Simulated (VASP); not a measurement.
# AlGaN2 (P-4m2) in VASP: a series of runs, part 2 of 2

VASP 6.6.1. The steps go on from the part before.

## Step 4: Single point, LDA (strain +0.0875 x Voigt [1, 1, 0, 0, 0, 0])

File INCAR:

```
SYSTEM = AlGaN2
ALGO = Normal
EDIFF = 1E-6
ENCUT = 520
GGA = CA
ISIF = 2
ISMEAR = 0
LASPH = .TRUE.
LCHARG = .FALSE.
LREAL = .FALSE.
LWAVE = .FALSE.
NBANDS = 21
NELM = 60
PREC = Accurate
SIGMA = 0.05
```

File KPOINTS:

```
k-points
0
G
  8 8 6
  0 0 0
```

File POSCAR:

```
AlGaN2
1.0
    3.3878740328      0.0000000000      0.0000000000
    0.0000000000      3.3878740328      0.0000000000
    0.0000000000      0.0000000000      4.3843302008
Al Ga N
1 1 2
Direct
    0.5000000000      0.5000000000      0.5000000000
    0.0000000000      0.0000000000      0.0000000000
    0.5000000000      0.0000000000      0.7400513254
    0.0000000000      0.5000000000      0.2599486746
```

Potentials or basis: VASP PAW LDA potentials, release 64 (Al, Ga_d, N).

On the command line:

```console
$ cat potpaw_LDA.64/Al/POTCAR potpaw_LDA.64/Ga_d/POTCAR potpaw_LDA.64/N/POTCAR > POTCAR
$ mpirun -np 1 vasp_std > vasp.out
```

OUTCAR:

```text
SYSTEM = AlGaN2
   EDIFF = 1E-6
   ENCUT = 520
   GGA = CA
   ISIF = 2
   ISMEAR = 0
   LASPH = .TRUE.
   LREAL = .FALSE.
   NELM = 60
   PREC = Accurate

 ion  position               nearest neighbor table
   1  0.500  0.500  0.500-   3 1.99   4 1.99   3 1.99   4 1.99
   2  0.000  0.000  0.000-   3 2.04   4 2.04   4 2.04   3 2.04
   3  0.500  0.000  0.740-   1 1.99   1 1.99   2 2.04   2 2.04
   4  0.000  0.500  0.260-   1 1.99   1 1.99   2 2.04   2 2.04

  LATTYP: Found a simple tetragonal cell.
 ALAT       =     3.3878740328
 C/A-ratio  =     1.2941243265

  Lattice vectors:

 A1 = (   3.3878740328,   0.0000000000,   0.0000000000)
 A2 = (   0.0000000000,   3.3878740328,   0.0000000000)
 A3 = (   0.0000000000,   0.0000000000,   4.3843302008)

Analysis of symmetry for initial positions (statically):
=====================================================================
 Subroutine PRICEL returns:
 Original cell was already a primitive cell.

 Routine SETGRP: Setting up the symmetry group for a
 simple tetragonal supercell.

 Subroutine GETGRP returns: Found  8 space group operations
 (whereof  8 operations were pure point group operations)
 out of a pool of 16 trial point group operations.

The static configuration has the point symmetry D_2d.

Analysis of symmetry for dynamics (positions and initial velocities):
=====================================================================
 Subroutine PRICEL returns:
 Original cell was already a primitive cell.

 Routine SETGRP: Setting up the symmetry group for a
 simple tetragonal supercell.

 Subroutine GETGRP returns: Found  8 space group operations
 (whereof  8 operations were pure point group operations)
 out of a pool of 16 trial point group operations.
[... 119 lines left out ...]
   EFERMI =   0.00;   METHOD = LEGACY
   ISMEAR =     0;   SIGMA  =   0.05  broadening in eV -4-tet -1-fermi 0-gaus
   EFERMI_NEDOS =   21; number of points for ismear=-14 and -15
   IALGO  =     38    algorithm
   IMIX   =      4    mixing-type and parameters
     AMIX     =   0.40;   BMIX     =  1.00
     AMIX_MAG =   1.60;   BMIX_MAG =  1.00
  volume/ion in A,a.u.               =      12.58        84.90
  Fermi-wavevector in a.u.,A,eV,Ry     =   1.313651  2.482441 23.479290  1.725679
  Thomas-Fermi vector in A             =   2.443959
   LORBIT       =      0    0 simple, 1 ext, 2 COOP (PROOUT), +10 PAW based schemes
   GGA     = CA    functional components
   LHFCALC =     F    Hartree Fock is set to
   AEXX    =    0.0000 exact exchange contribution
   IVDW    =     0    specifies the selected vdW correction
   LEPSILON=     F    determine dielectric tensor
   LRPA    =     F    only Hartree local field effects (RPA)
 non-spin polarized calculation
 Gauss-broadening in eV      SIGMA  =   0.05
  energy-cutoff  :      520.00
  volume of cell :       50.32
 maximum number of plane-waves:      1378
 NGX is ok and might be reduce to    28
   NGX = 13   NGY = 13   NGZ = 17

 number of electron      26.0000003 magnetization

 Free energy of the ion-electron system (eV)
  ---------------------------------------------------
  ext. energy  EPLUGINS =         0.00000000
  ---------------------------------------------------
  free energy    TOTEN  =       -29.56812152 eV

  energy without entropy =      -29.56812152  energy(sigma->0) =      -29.56812152

 E-fermi :   4.3238     XC(G=0): -11.0529

 val. band max:        4.0991037454   @ k =   0.0000   0.0000   0.0000
 cond. band min:       5.8585248186   @ k =   0.0000   0.0000   0.0000
 fundamental gap:      1.7594210732
 Fermi energy:         4.3238349021

 k-point     1 :       0.0000    0.0000    0.0000
  band No.  band energies     occupation
      1     -10.3527      2.00000
      2      -9.7197      2.00000
      3      -9.1506      2.00000
      4      -9.1506      2.00000
      5      -9.1155      2.00000
      6      -8.9970      2.00000
[... 565 lines left out ...]
     20      14.9428      0.00000
     21      15.1347      0.00000

 [... further k-points ...]

------------------------ aborting loop because EDIFF is reached ----------------------------------------

  FORCE on cell =-STRESS in cart. coord.  units (eV):
  Direction    XX          YY          ZZ          XY          YZ          ZX
  --------------------------------------------------------------------------------------
  -------------------------------------------------------------------------------------
  Total       -8.7129874     -8.7129874     -5.5263470      0.0000000      0.0000000      0.0000000
  in kB     -277.4085898   -277.4085898   -175.9506875      0.0000000      0.0000000      0.0000000
  external PRESSURE =    -243.5892890 kB  Pullay stress =       0.0000000 kB

 VOLUME and BASIS-vectors are now :
 -----------------------------------------------------------------------------
  energy-cutoff  :      520.00
  volume of cell :       50.32
      direct lattice vectors                 reciprocal lattice vectors
     3.387874033  0.000000000  0.000000000     0.295170361  0.000000000  0.000000000
     0.000000000  3.387874033  0.000000000     0.000000000  0.295170361  0.000000000
     0.000000000  0.000000000  4.384330201     0.000000000  0.000000000  0.228085011

 POSITION                                       TOTAL-FORCE (eV/Angst)
 -----------------------------------------------------------------------------------
      1.69394      1.69394      2.19217        -0.000000     -0.000000      0.000000
      0.00000      0.00000      0.00000         0.000000      0.000000      0.000000
      1.69394      0.00000      3.24463        -0.000000      0.000000     -0.124914
      0.00000      1.69394      1.13970        -0.000000      0.000000      0.124914
 -----------------------------------------------------------------------------------
    total drift:                               -0.000000     -0.000000      0.000000

  FREE ENERGIE OF THE ION-ELECTRON SYSTEM (eV)
  ---------------------------------------------------
  free  energy   TOTEN  =       -29.5681215177 eV

  energy  without entropy=      -29.5681215177  energy(sigma->0) =      -29.56812152
```

stdout:

```text
POSCAR found type information on POSCAR AlGaN
 POSCAR found :  3 types and       4 ions
 scaLAPACK will be used
 LDA part: xc-table for (Slater(with rela. corr.)+CA(PZ))
 , standard interpolation
 POSCAR, INCAR and KPOINTS ok, starting setup
 FFT: planning ... GRIDC
 FFT: planning ... GRID_SOFT
 FFT: planning ... GRID
 WAVECAR not read
 entering main loop
```

Run time: 26 s. Hardware: 1 thread of AMD EPYC 9R45 (Zen 5), shared host; peak memory 0.16 GiB.

Results:

```yaml
Free_energy: -29.5681 eV
Pressure: -24.4 GPa
Largest_force: 0.125 eV/Å
Band_gap_on_the_k_mesh: 1.76 eV, direct
```

Forces in eV/Å, atoms in the order of the input:
```
Al   0.000  0.000  0.000
Ga   0.000  0.000  0.000
N    0.000  0.000 -0.125
N    0.000  0.000  0.125
```

Stress tensor (GPa, compression positive):
```
-27.74   0.00   0.00
  0.00 -27.74   0.00
  0.00   0.00 -17.60
```

Caveat: the cell differs from its parent crystal (strain +0.0875 x Voigt [1, 1, 0, 0, 0, 0]).

## Step 5: Single point, LDA (strain +0.1000 x Voigt [1, 1, 0, 0, 0, 0])

File INCAR:

```
SYSTEM = AlGaN2
  PREC = Accurate
  ENCUT = 520
  EDIFF = 1E-7
  ISMEAR = 0
  SIGMA = 0.05
  LREAL = .False.
  LASPH = .True.
  NELM = 100
  ALGO = Normal
  ISIF = 2
  LWAVE = .False.
  LCHARG = .True.
  LELF = .True.
  LVHAR = .True.
  NBANDS = 21
```

File KPOINTS:

```
Automatic mesh
0
Gamma
  8 8 6
  0 0 0
```

Changes to POSCAR since step 4:

```diff
@@ -2,4 +2,4 @@
 1.0
-    3.3878740328      0.0000000000      0.0000000000
-    0.0000000000      3.3878740328      0.0000000000
+    3.4268151136      0.0000000000      0.0000000000
+    0.0000000000      3.4268151136      0.0000000000
     0.0000000000      0.0000000000      4.3843302008
```

On the command line:

```console
$ cat potpaw_LDA.64/Al/POTCAR potpaw_LDA.64/Ga_d/POTCAR potpaw_LDA.64/N/POTCAR > POTCAR
$ mpirun -np 1 vasp_std > vasp.out
```

It took 35 s on 1 thread of AMD EPYC 9R45 (Zen 5), shared host; peak memory 0.16 GiB.

Results (log left out):

```
Free energy            : -29.3578 eV
Pressure               : -26.5 GPa
Largest force          : 0.138 eV/Å
Band gap on the k mesh : 1.56 eV, direct
```

Forces in eV/Å, atoms in the order of the input:
```
Al   0.000  0.000  0.000
Ga   0.000  0.000  0.000
N    0.000  0.000 -0.138
N    0.000  0.000  0.138
```

Stress tensor (GPa, compression positive):
```
-30.25   0.00   0.00
  0.00 -30.25   0.00
  0.00   0.00 -18.94
```

Levels at points of the mesh, in eV from the valence-band top:
```tsv
k point	band 10	band 11	band 12	band 13	band 14	band 15	band 16	band 17
(0.00, 0.00, 0.00)	-2.48	-0.20	-0.20	0.00	1.56	3.03	5.42	9.71
(0.50, 0.00, 0.00)	-2.25	-2.20	-1.24	-1.05	5.29	6.29	6.38	6.75
(0.50, 0.50, 0.00)	-1.80	-1.76	-1.76	-1.76	3.25	3.25	5.66	8.00
(0.00, 0.00, 0.50)	-1.64	-1.64	-1.25	-1.25	4.55	4.61	6.15	7.13
(0.50, 0.00, 0.50)	-1.20	-0.90	-0.58	-0.30	3.64	4.94	8.06	8.27
(0.50, 0.50, 0.50)	-3.41	-2.92	-2.80	-2.80	6.15	6.15	7.06	9.25
```

Caveat: the cell differs from its parent crystal (strain +0.1000 x Voigt [1, 1, 0, 0, 0, 0]).

## Step 6: Single point, LDA (strain -0.0250 x Voigt [1, 1, 0, 0, 0, 0])

File INCAR:

```
PREC = Accurate
ENCUT = 910
EDIFF = 1E-6
ISMEAR = 0
SIGMA = 0.05
LREAL = False
LASPH = True
NELM = 120
ALGO = Normal
ISIF = 2
LWAVE = False
LCHARG = False
NBANDS = 21
GGA_COMPAT = False
```

File KPOINTS:

```
regular mesh
0
Gamma
  8 8 6
```

Changes to POSCAR since step 5:

```diff
@@ -2,4 +2,4 @@
 1.0
-    3.4268151136      0.0000000000      0.0000000000
-    0.0000000000      3.4268151136      0.0000000000
+    3.0374043052      0.0000000000      0.0000000000
+    0.0000000000      3.0374043052      0.0000000000
     0.0000000000      0.0000000000      4.3843302008
```

Potentials or basis: VASP PAW LDA potentials, release 64 (Al, Ga_d, N_h).

On the command line:

```console
$ cat potpaw_LDA.64/Al/POTCAR potpaw_LDA.64/Ga_d/POTCAR potpaw_LDA.64/N_h/POTCAR > POTCAR
$ mpirun -np 1 vasp_std > vasp.out
```

Wall time 93 s (1 thread of Intel Xeon Platinum 8259CL at 2.50GHz (Skylake/Cascade Lake), shared host); peak memory 0.25 GiB.

Results (log left out):

```yaml
Free_energy: -30.2271 eV
Pressure: 12.5 GPa
Largest_force: 0.004 eV/Å
Band_gap_on_the_k_mesh: 3.17 eV, indirect (least direct gap 3.41 eV)
```

Forces on the atoms (eV/Å):
```
Al   0.000  0.000  0.000
Ga   0.000  0.000  0.000
N    0.000  0.000 -0.004
N    0.000  0.000  0.004
```

Stress tensor (GPa, compression positive):
```
13.62  0.00  0.00
 0.00 13.62  0.00
 0.00  0.00 10.12
```

Levels at points of the mesh, in eV from the valence-band top:
```tsv
k point	band 11	band 12	band 13	band 14	band 15	band 16
(0.00, 0.00, 0.00)	-0.37	0.00	0.00	3.41	3.60	8.11
(0.50, 0.00, 0.00)	-3.23	-0.98	-0.68	7.37	7.69	8.45
(0.50, 0.50, 0.00)	-2.57	-2.57	-2.54	3.17	3.17	6.44
(0.00, 0.00, 0.50)	-1.66	-1.01	-1.01	5.48	5.56	8.47
(0.50, 0.00, 0.50)	-0.96	-0.81	-0.55	5.67	7.02	9.45
(0.50, 0.50, 0.50)	-3.57	-3.57	-3.54	6.08	6.08	9.52
```

Caveat: the cell differs from its parent crystal (strain -0.0250 x Voigt [1, 1, 0, 0, 0, 0]); the cutoff is under 1.25 times the usual one of these potentials, so pressure, stress and relaxed cells hold a basis-set (Pulay) error. A k mesh can miss the band edges.

## Step 7: Overview

| potentials or basis | cell | cutoff (eV) | second run | gap on the mesh (eV) | pressure (GPa) | largest force (eV/Å) |
| --- | --- | --- | --- | --- | --- | --- |
| VASP PAW LDA potentials, release 64 (Al, Ga_d, N) | a = 3.271, b = 3.271, c = 4.384 Å, 4 atoms | 520 | - | 2.38 | -16.1 | 0.09 |
| VASP PAW LDA potentials, release 64 (Al, Ga_d, N) | a = 3.349, b = 3.349, c = 4.384 Å, 4 atoms | 520 | - | 1.96 | -22.0 | 0.11 |
| VASP PAW LDA potentials, release 64 (Al, Ga_d, N) | a = 3.388, b = 3.388, c = 4.384 Å, 4 atoms | 520 | - | 1.76 | -24.4 | 0.12 |
| VASP PAW LDA potentials, release 64 (Al, Ga_d, N) | a = 3.427, b = 3.427, c = 4.384 Å, 4 atoms | 520 | - | 1.56 | -26.5 | 0.14 |
| VASP PAW LDA potentials, release 64 (Al, Ga_d, N_h) | a = 3.037, b = 3.037, c = 4.384 Å, 4 atoms | 910 | hard_potentials | 3.17 | 12.5 | - |

Alike in all rows: task single point; level LDA; no spin polarisation; k mesh 8 × 8 × 6; smearing gaussian 0.05 eV.

Caveats: the cutoff is under 1.25 times the usual one of these potentials, so pressure, stress and relaxed cells hold a basis-set (Pulay) error (some runs).

Absolute energies hang on the potentials; compare differences alone.
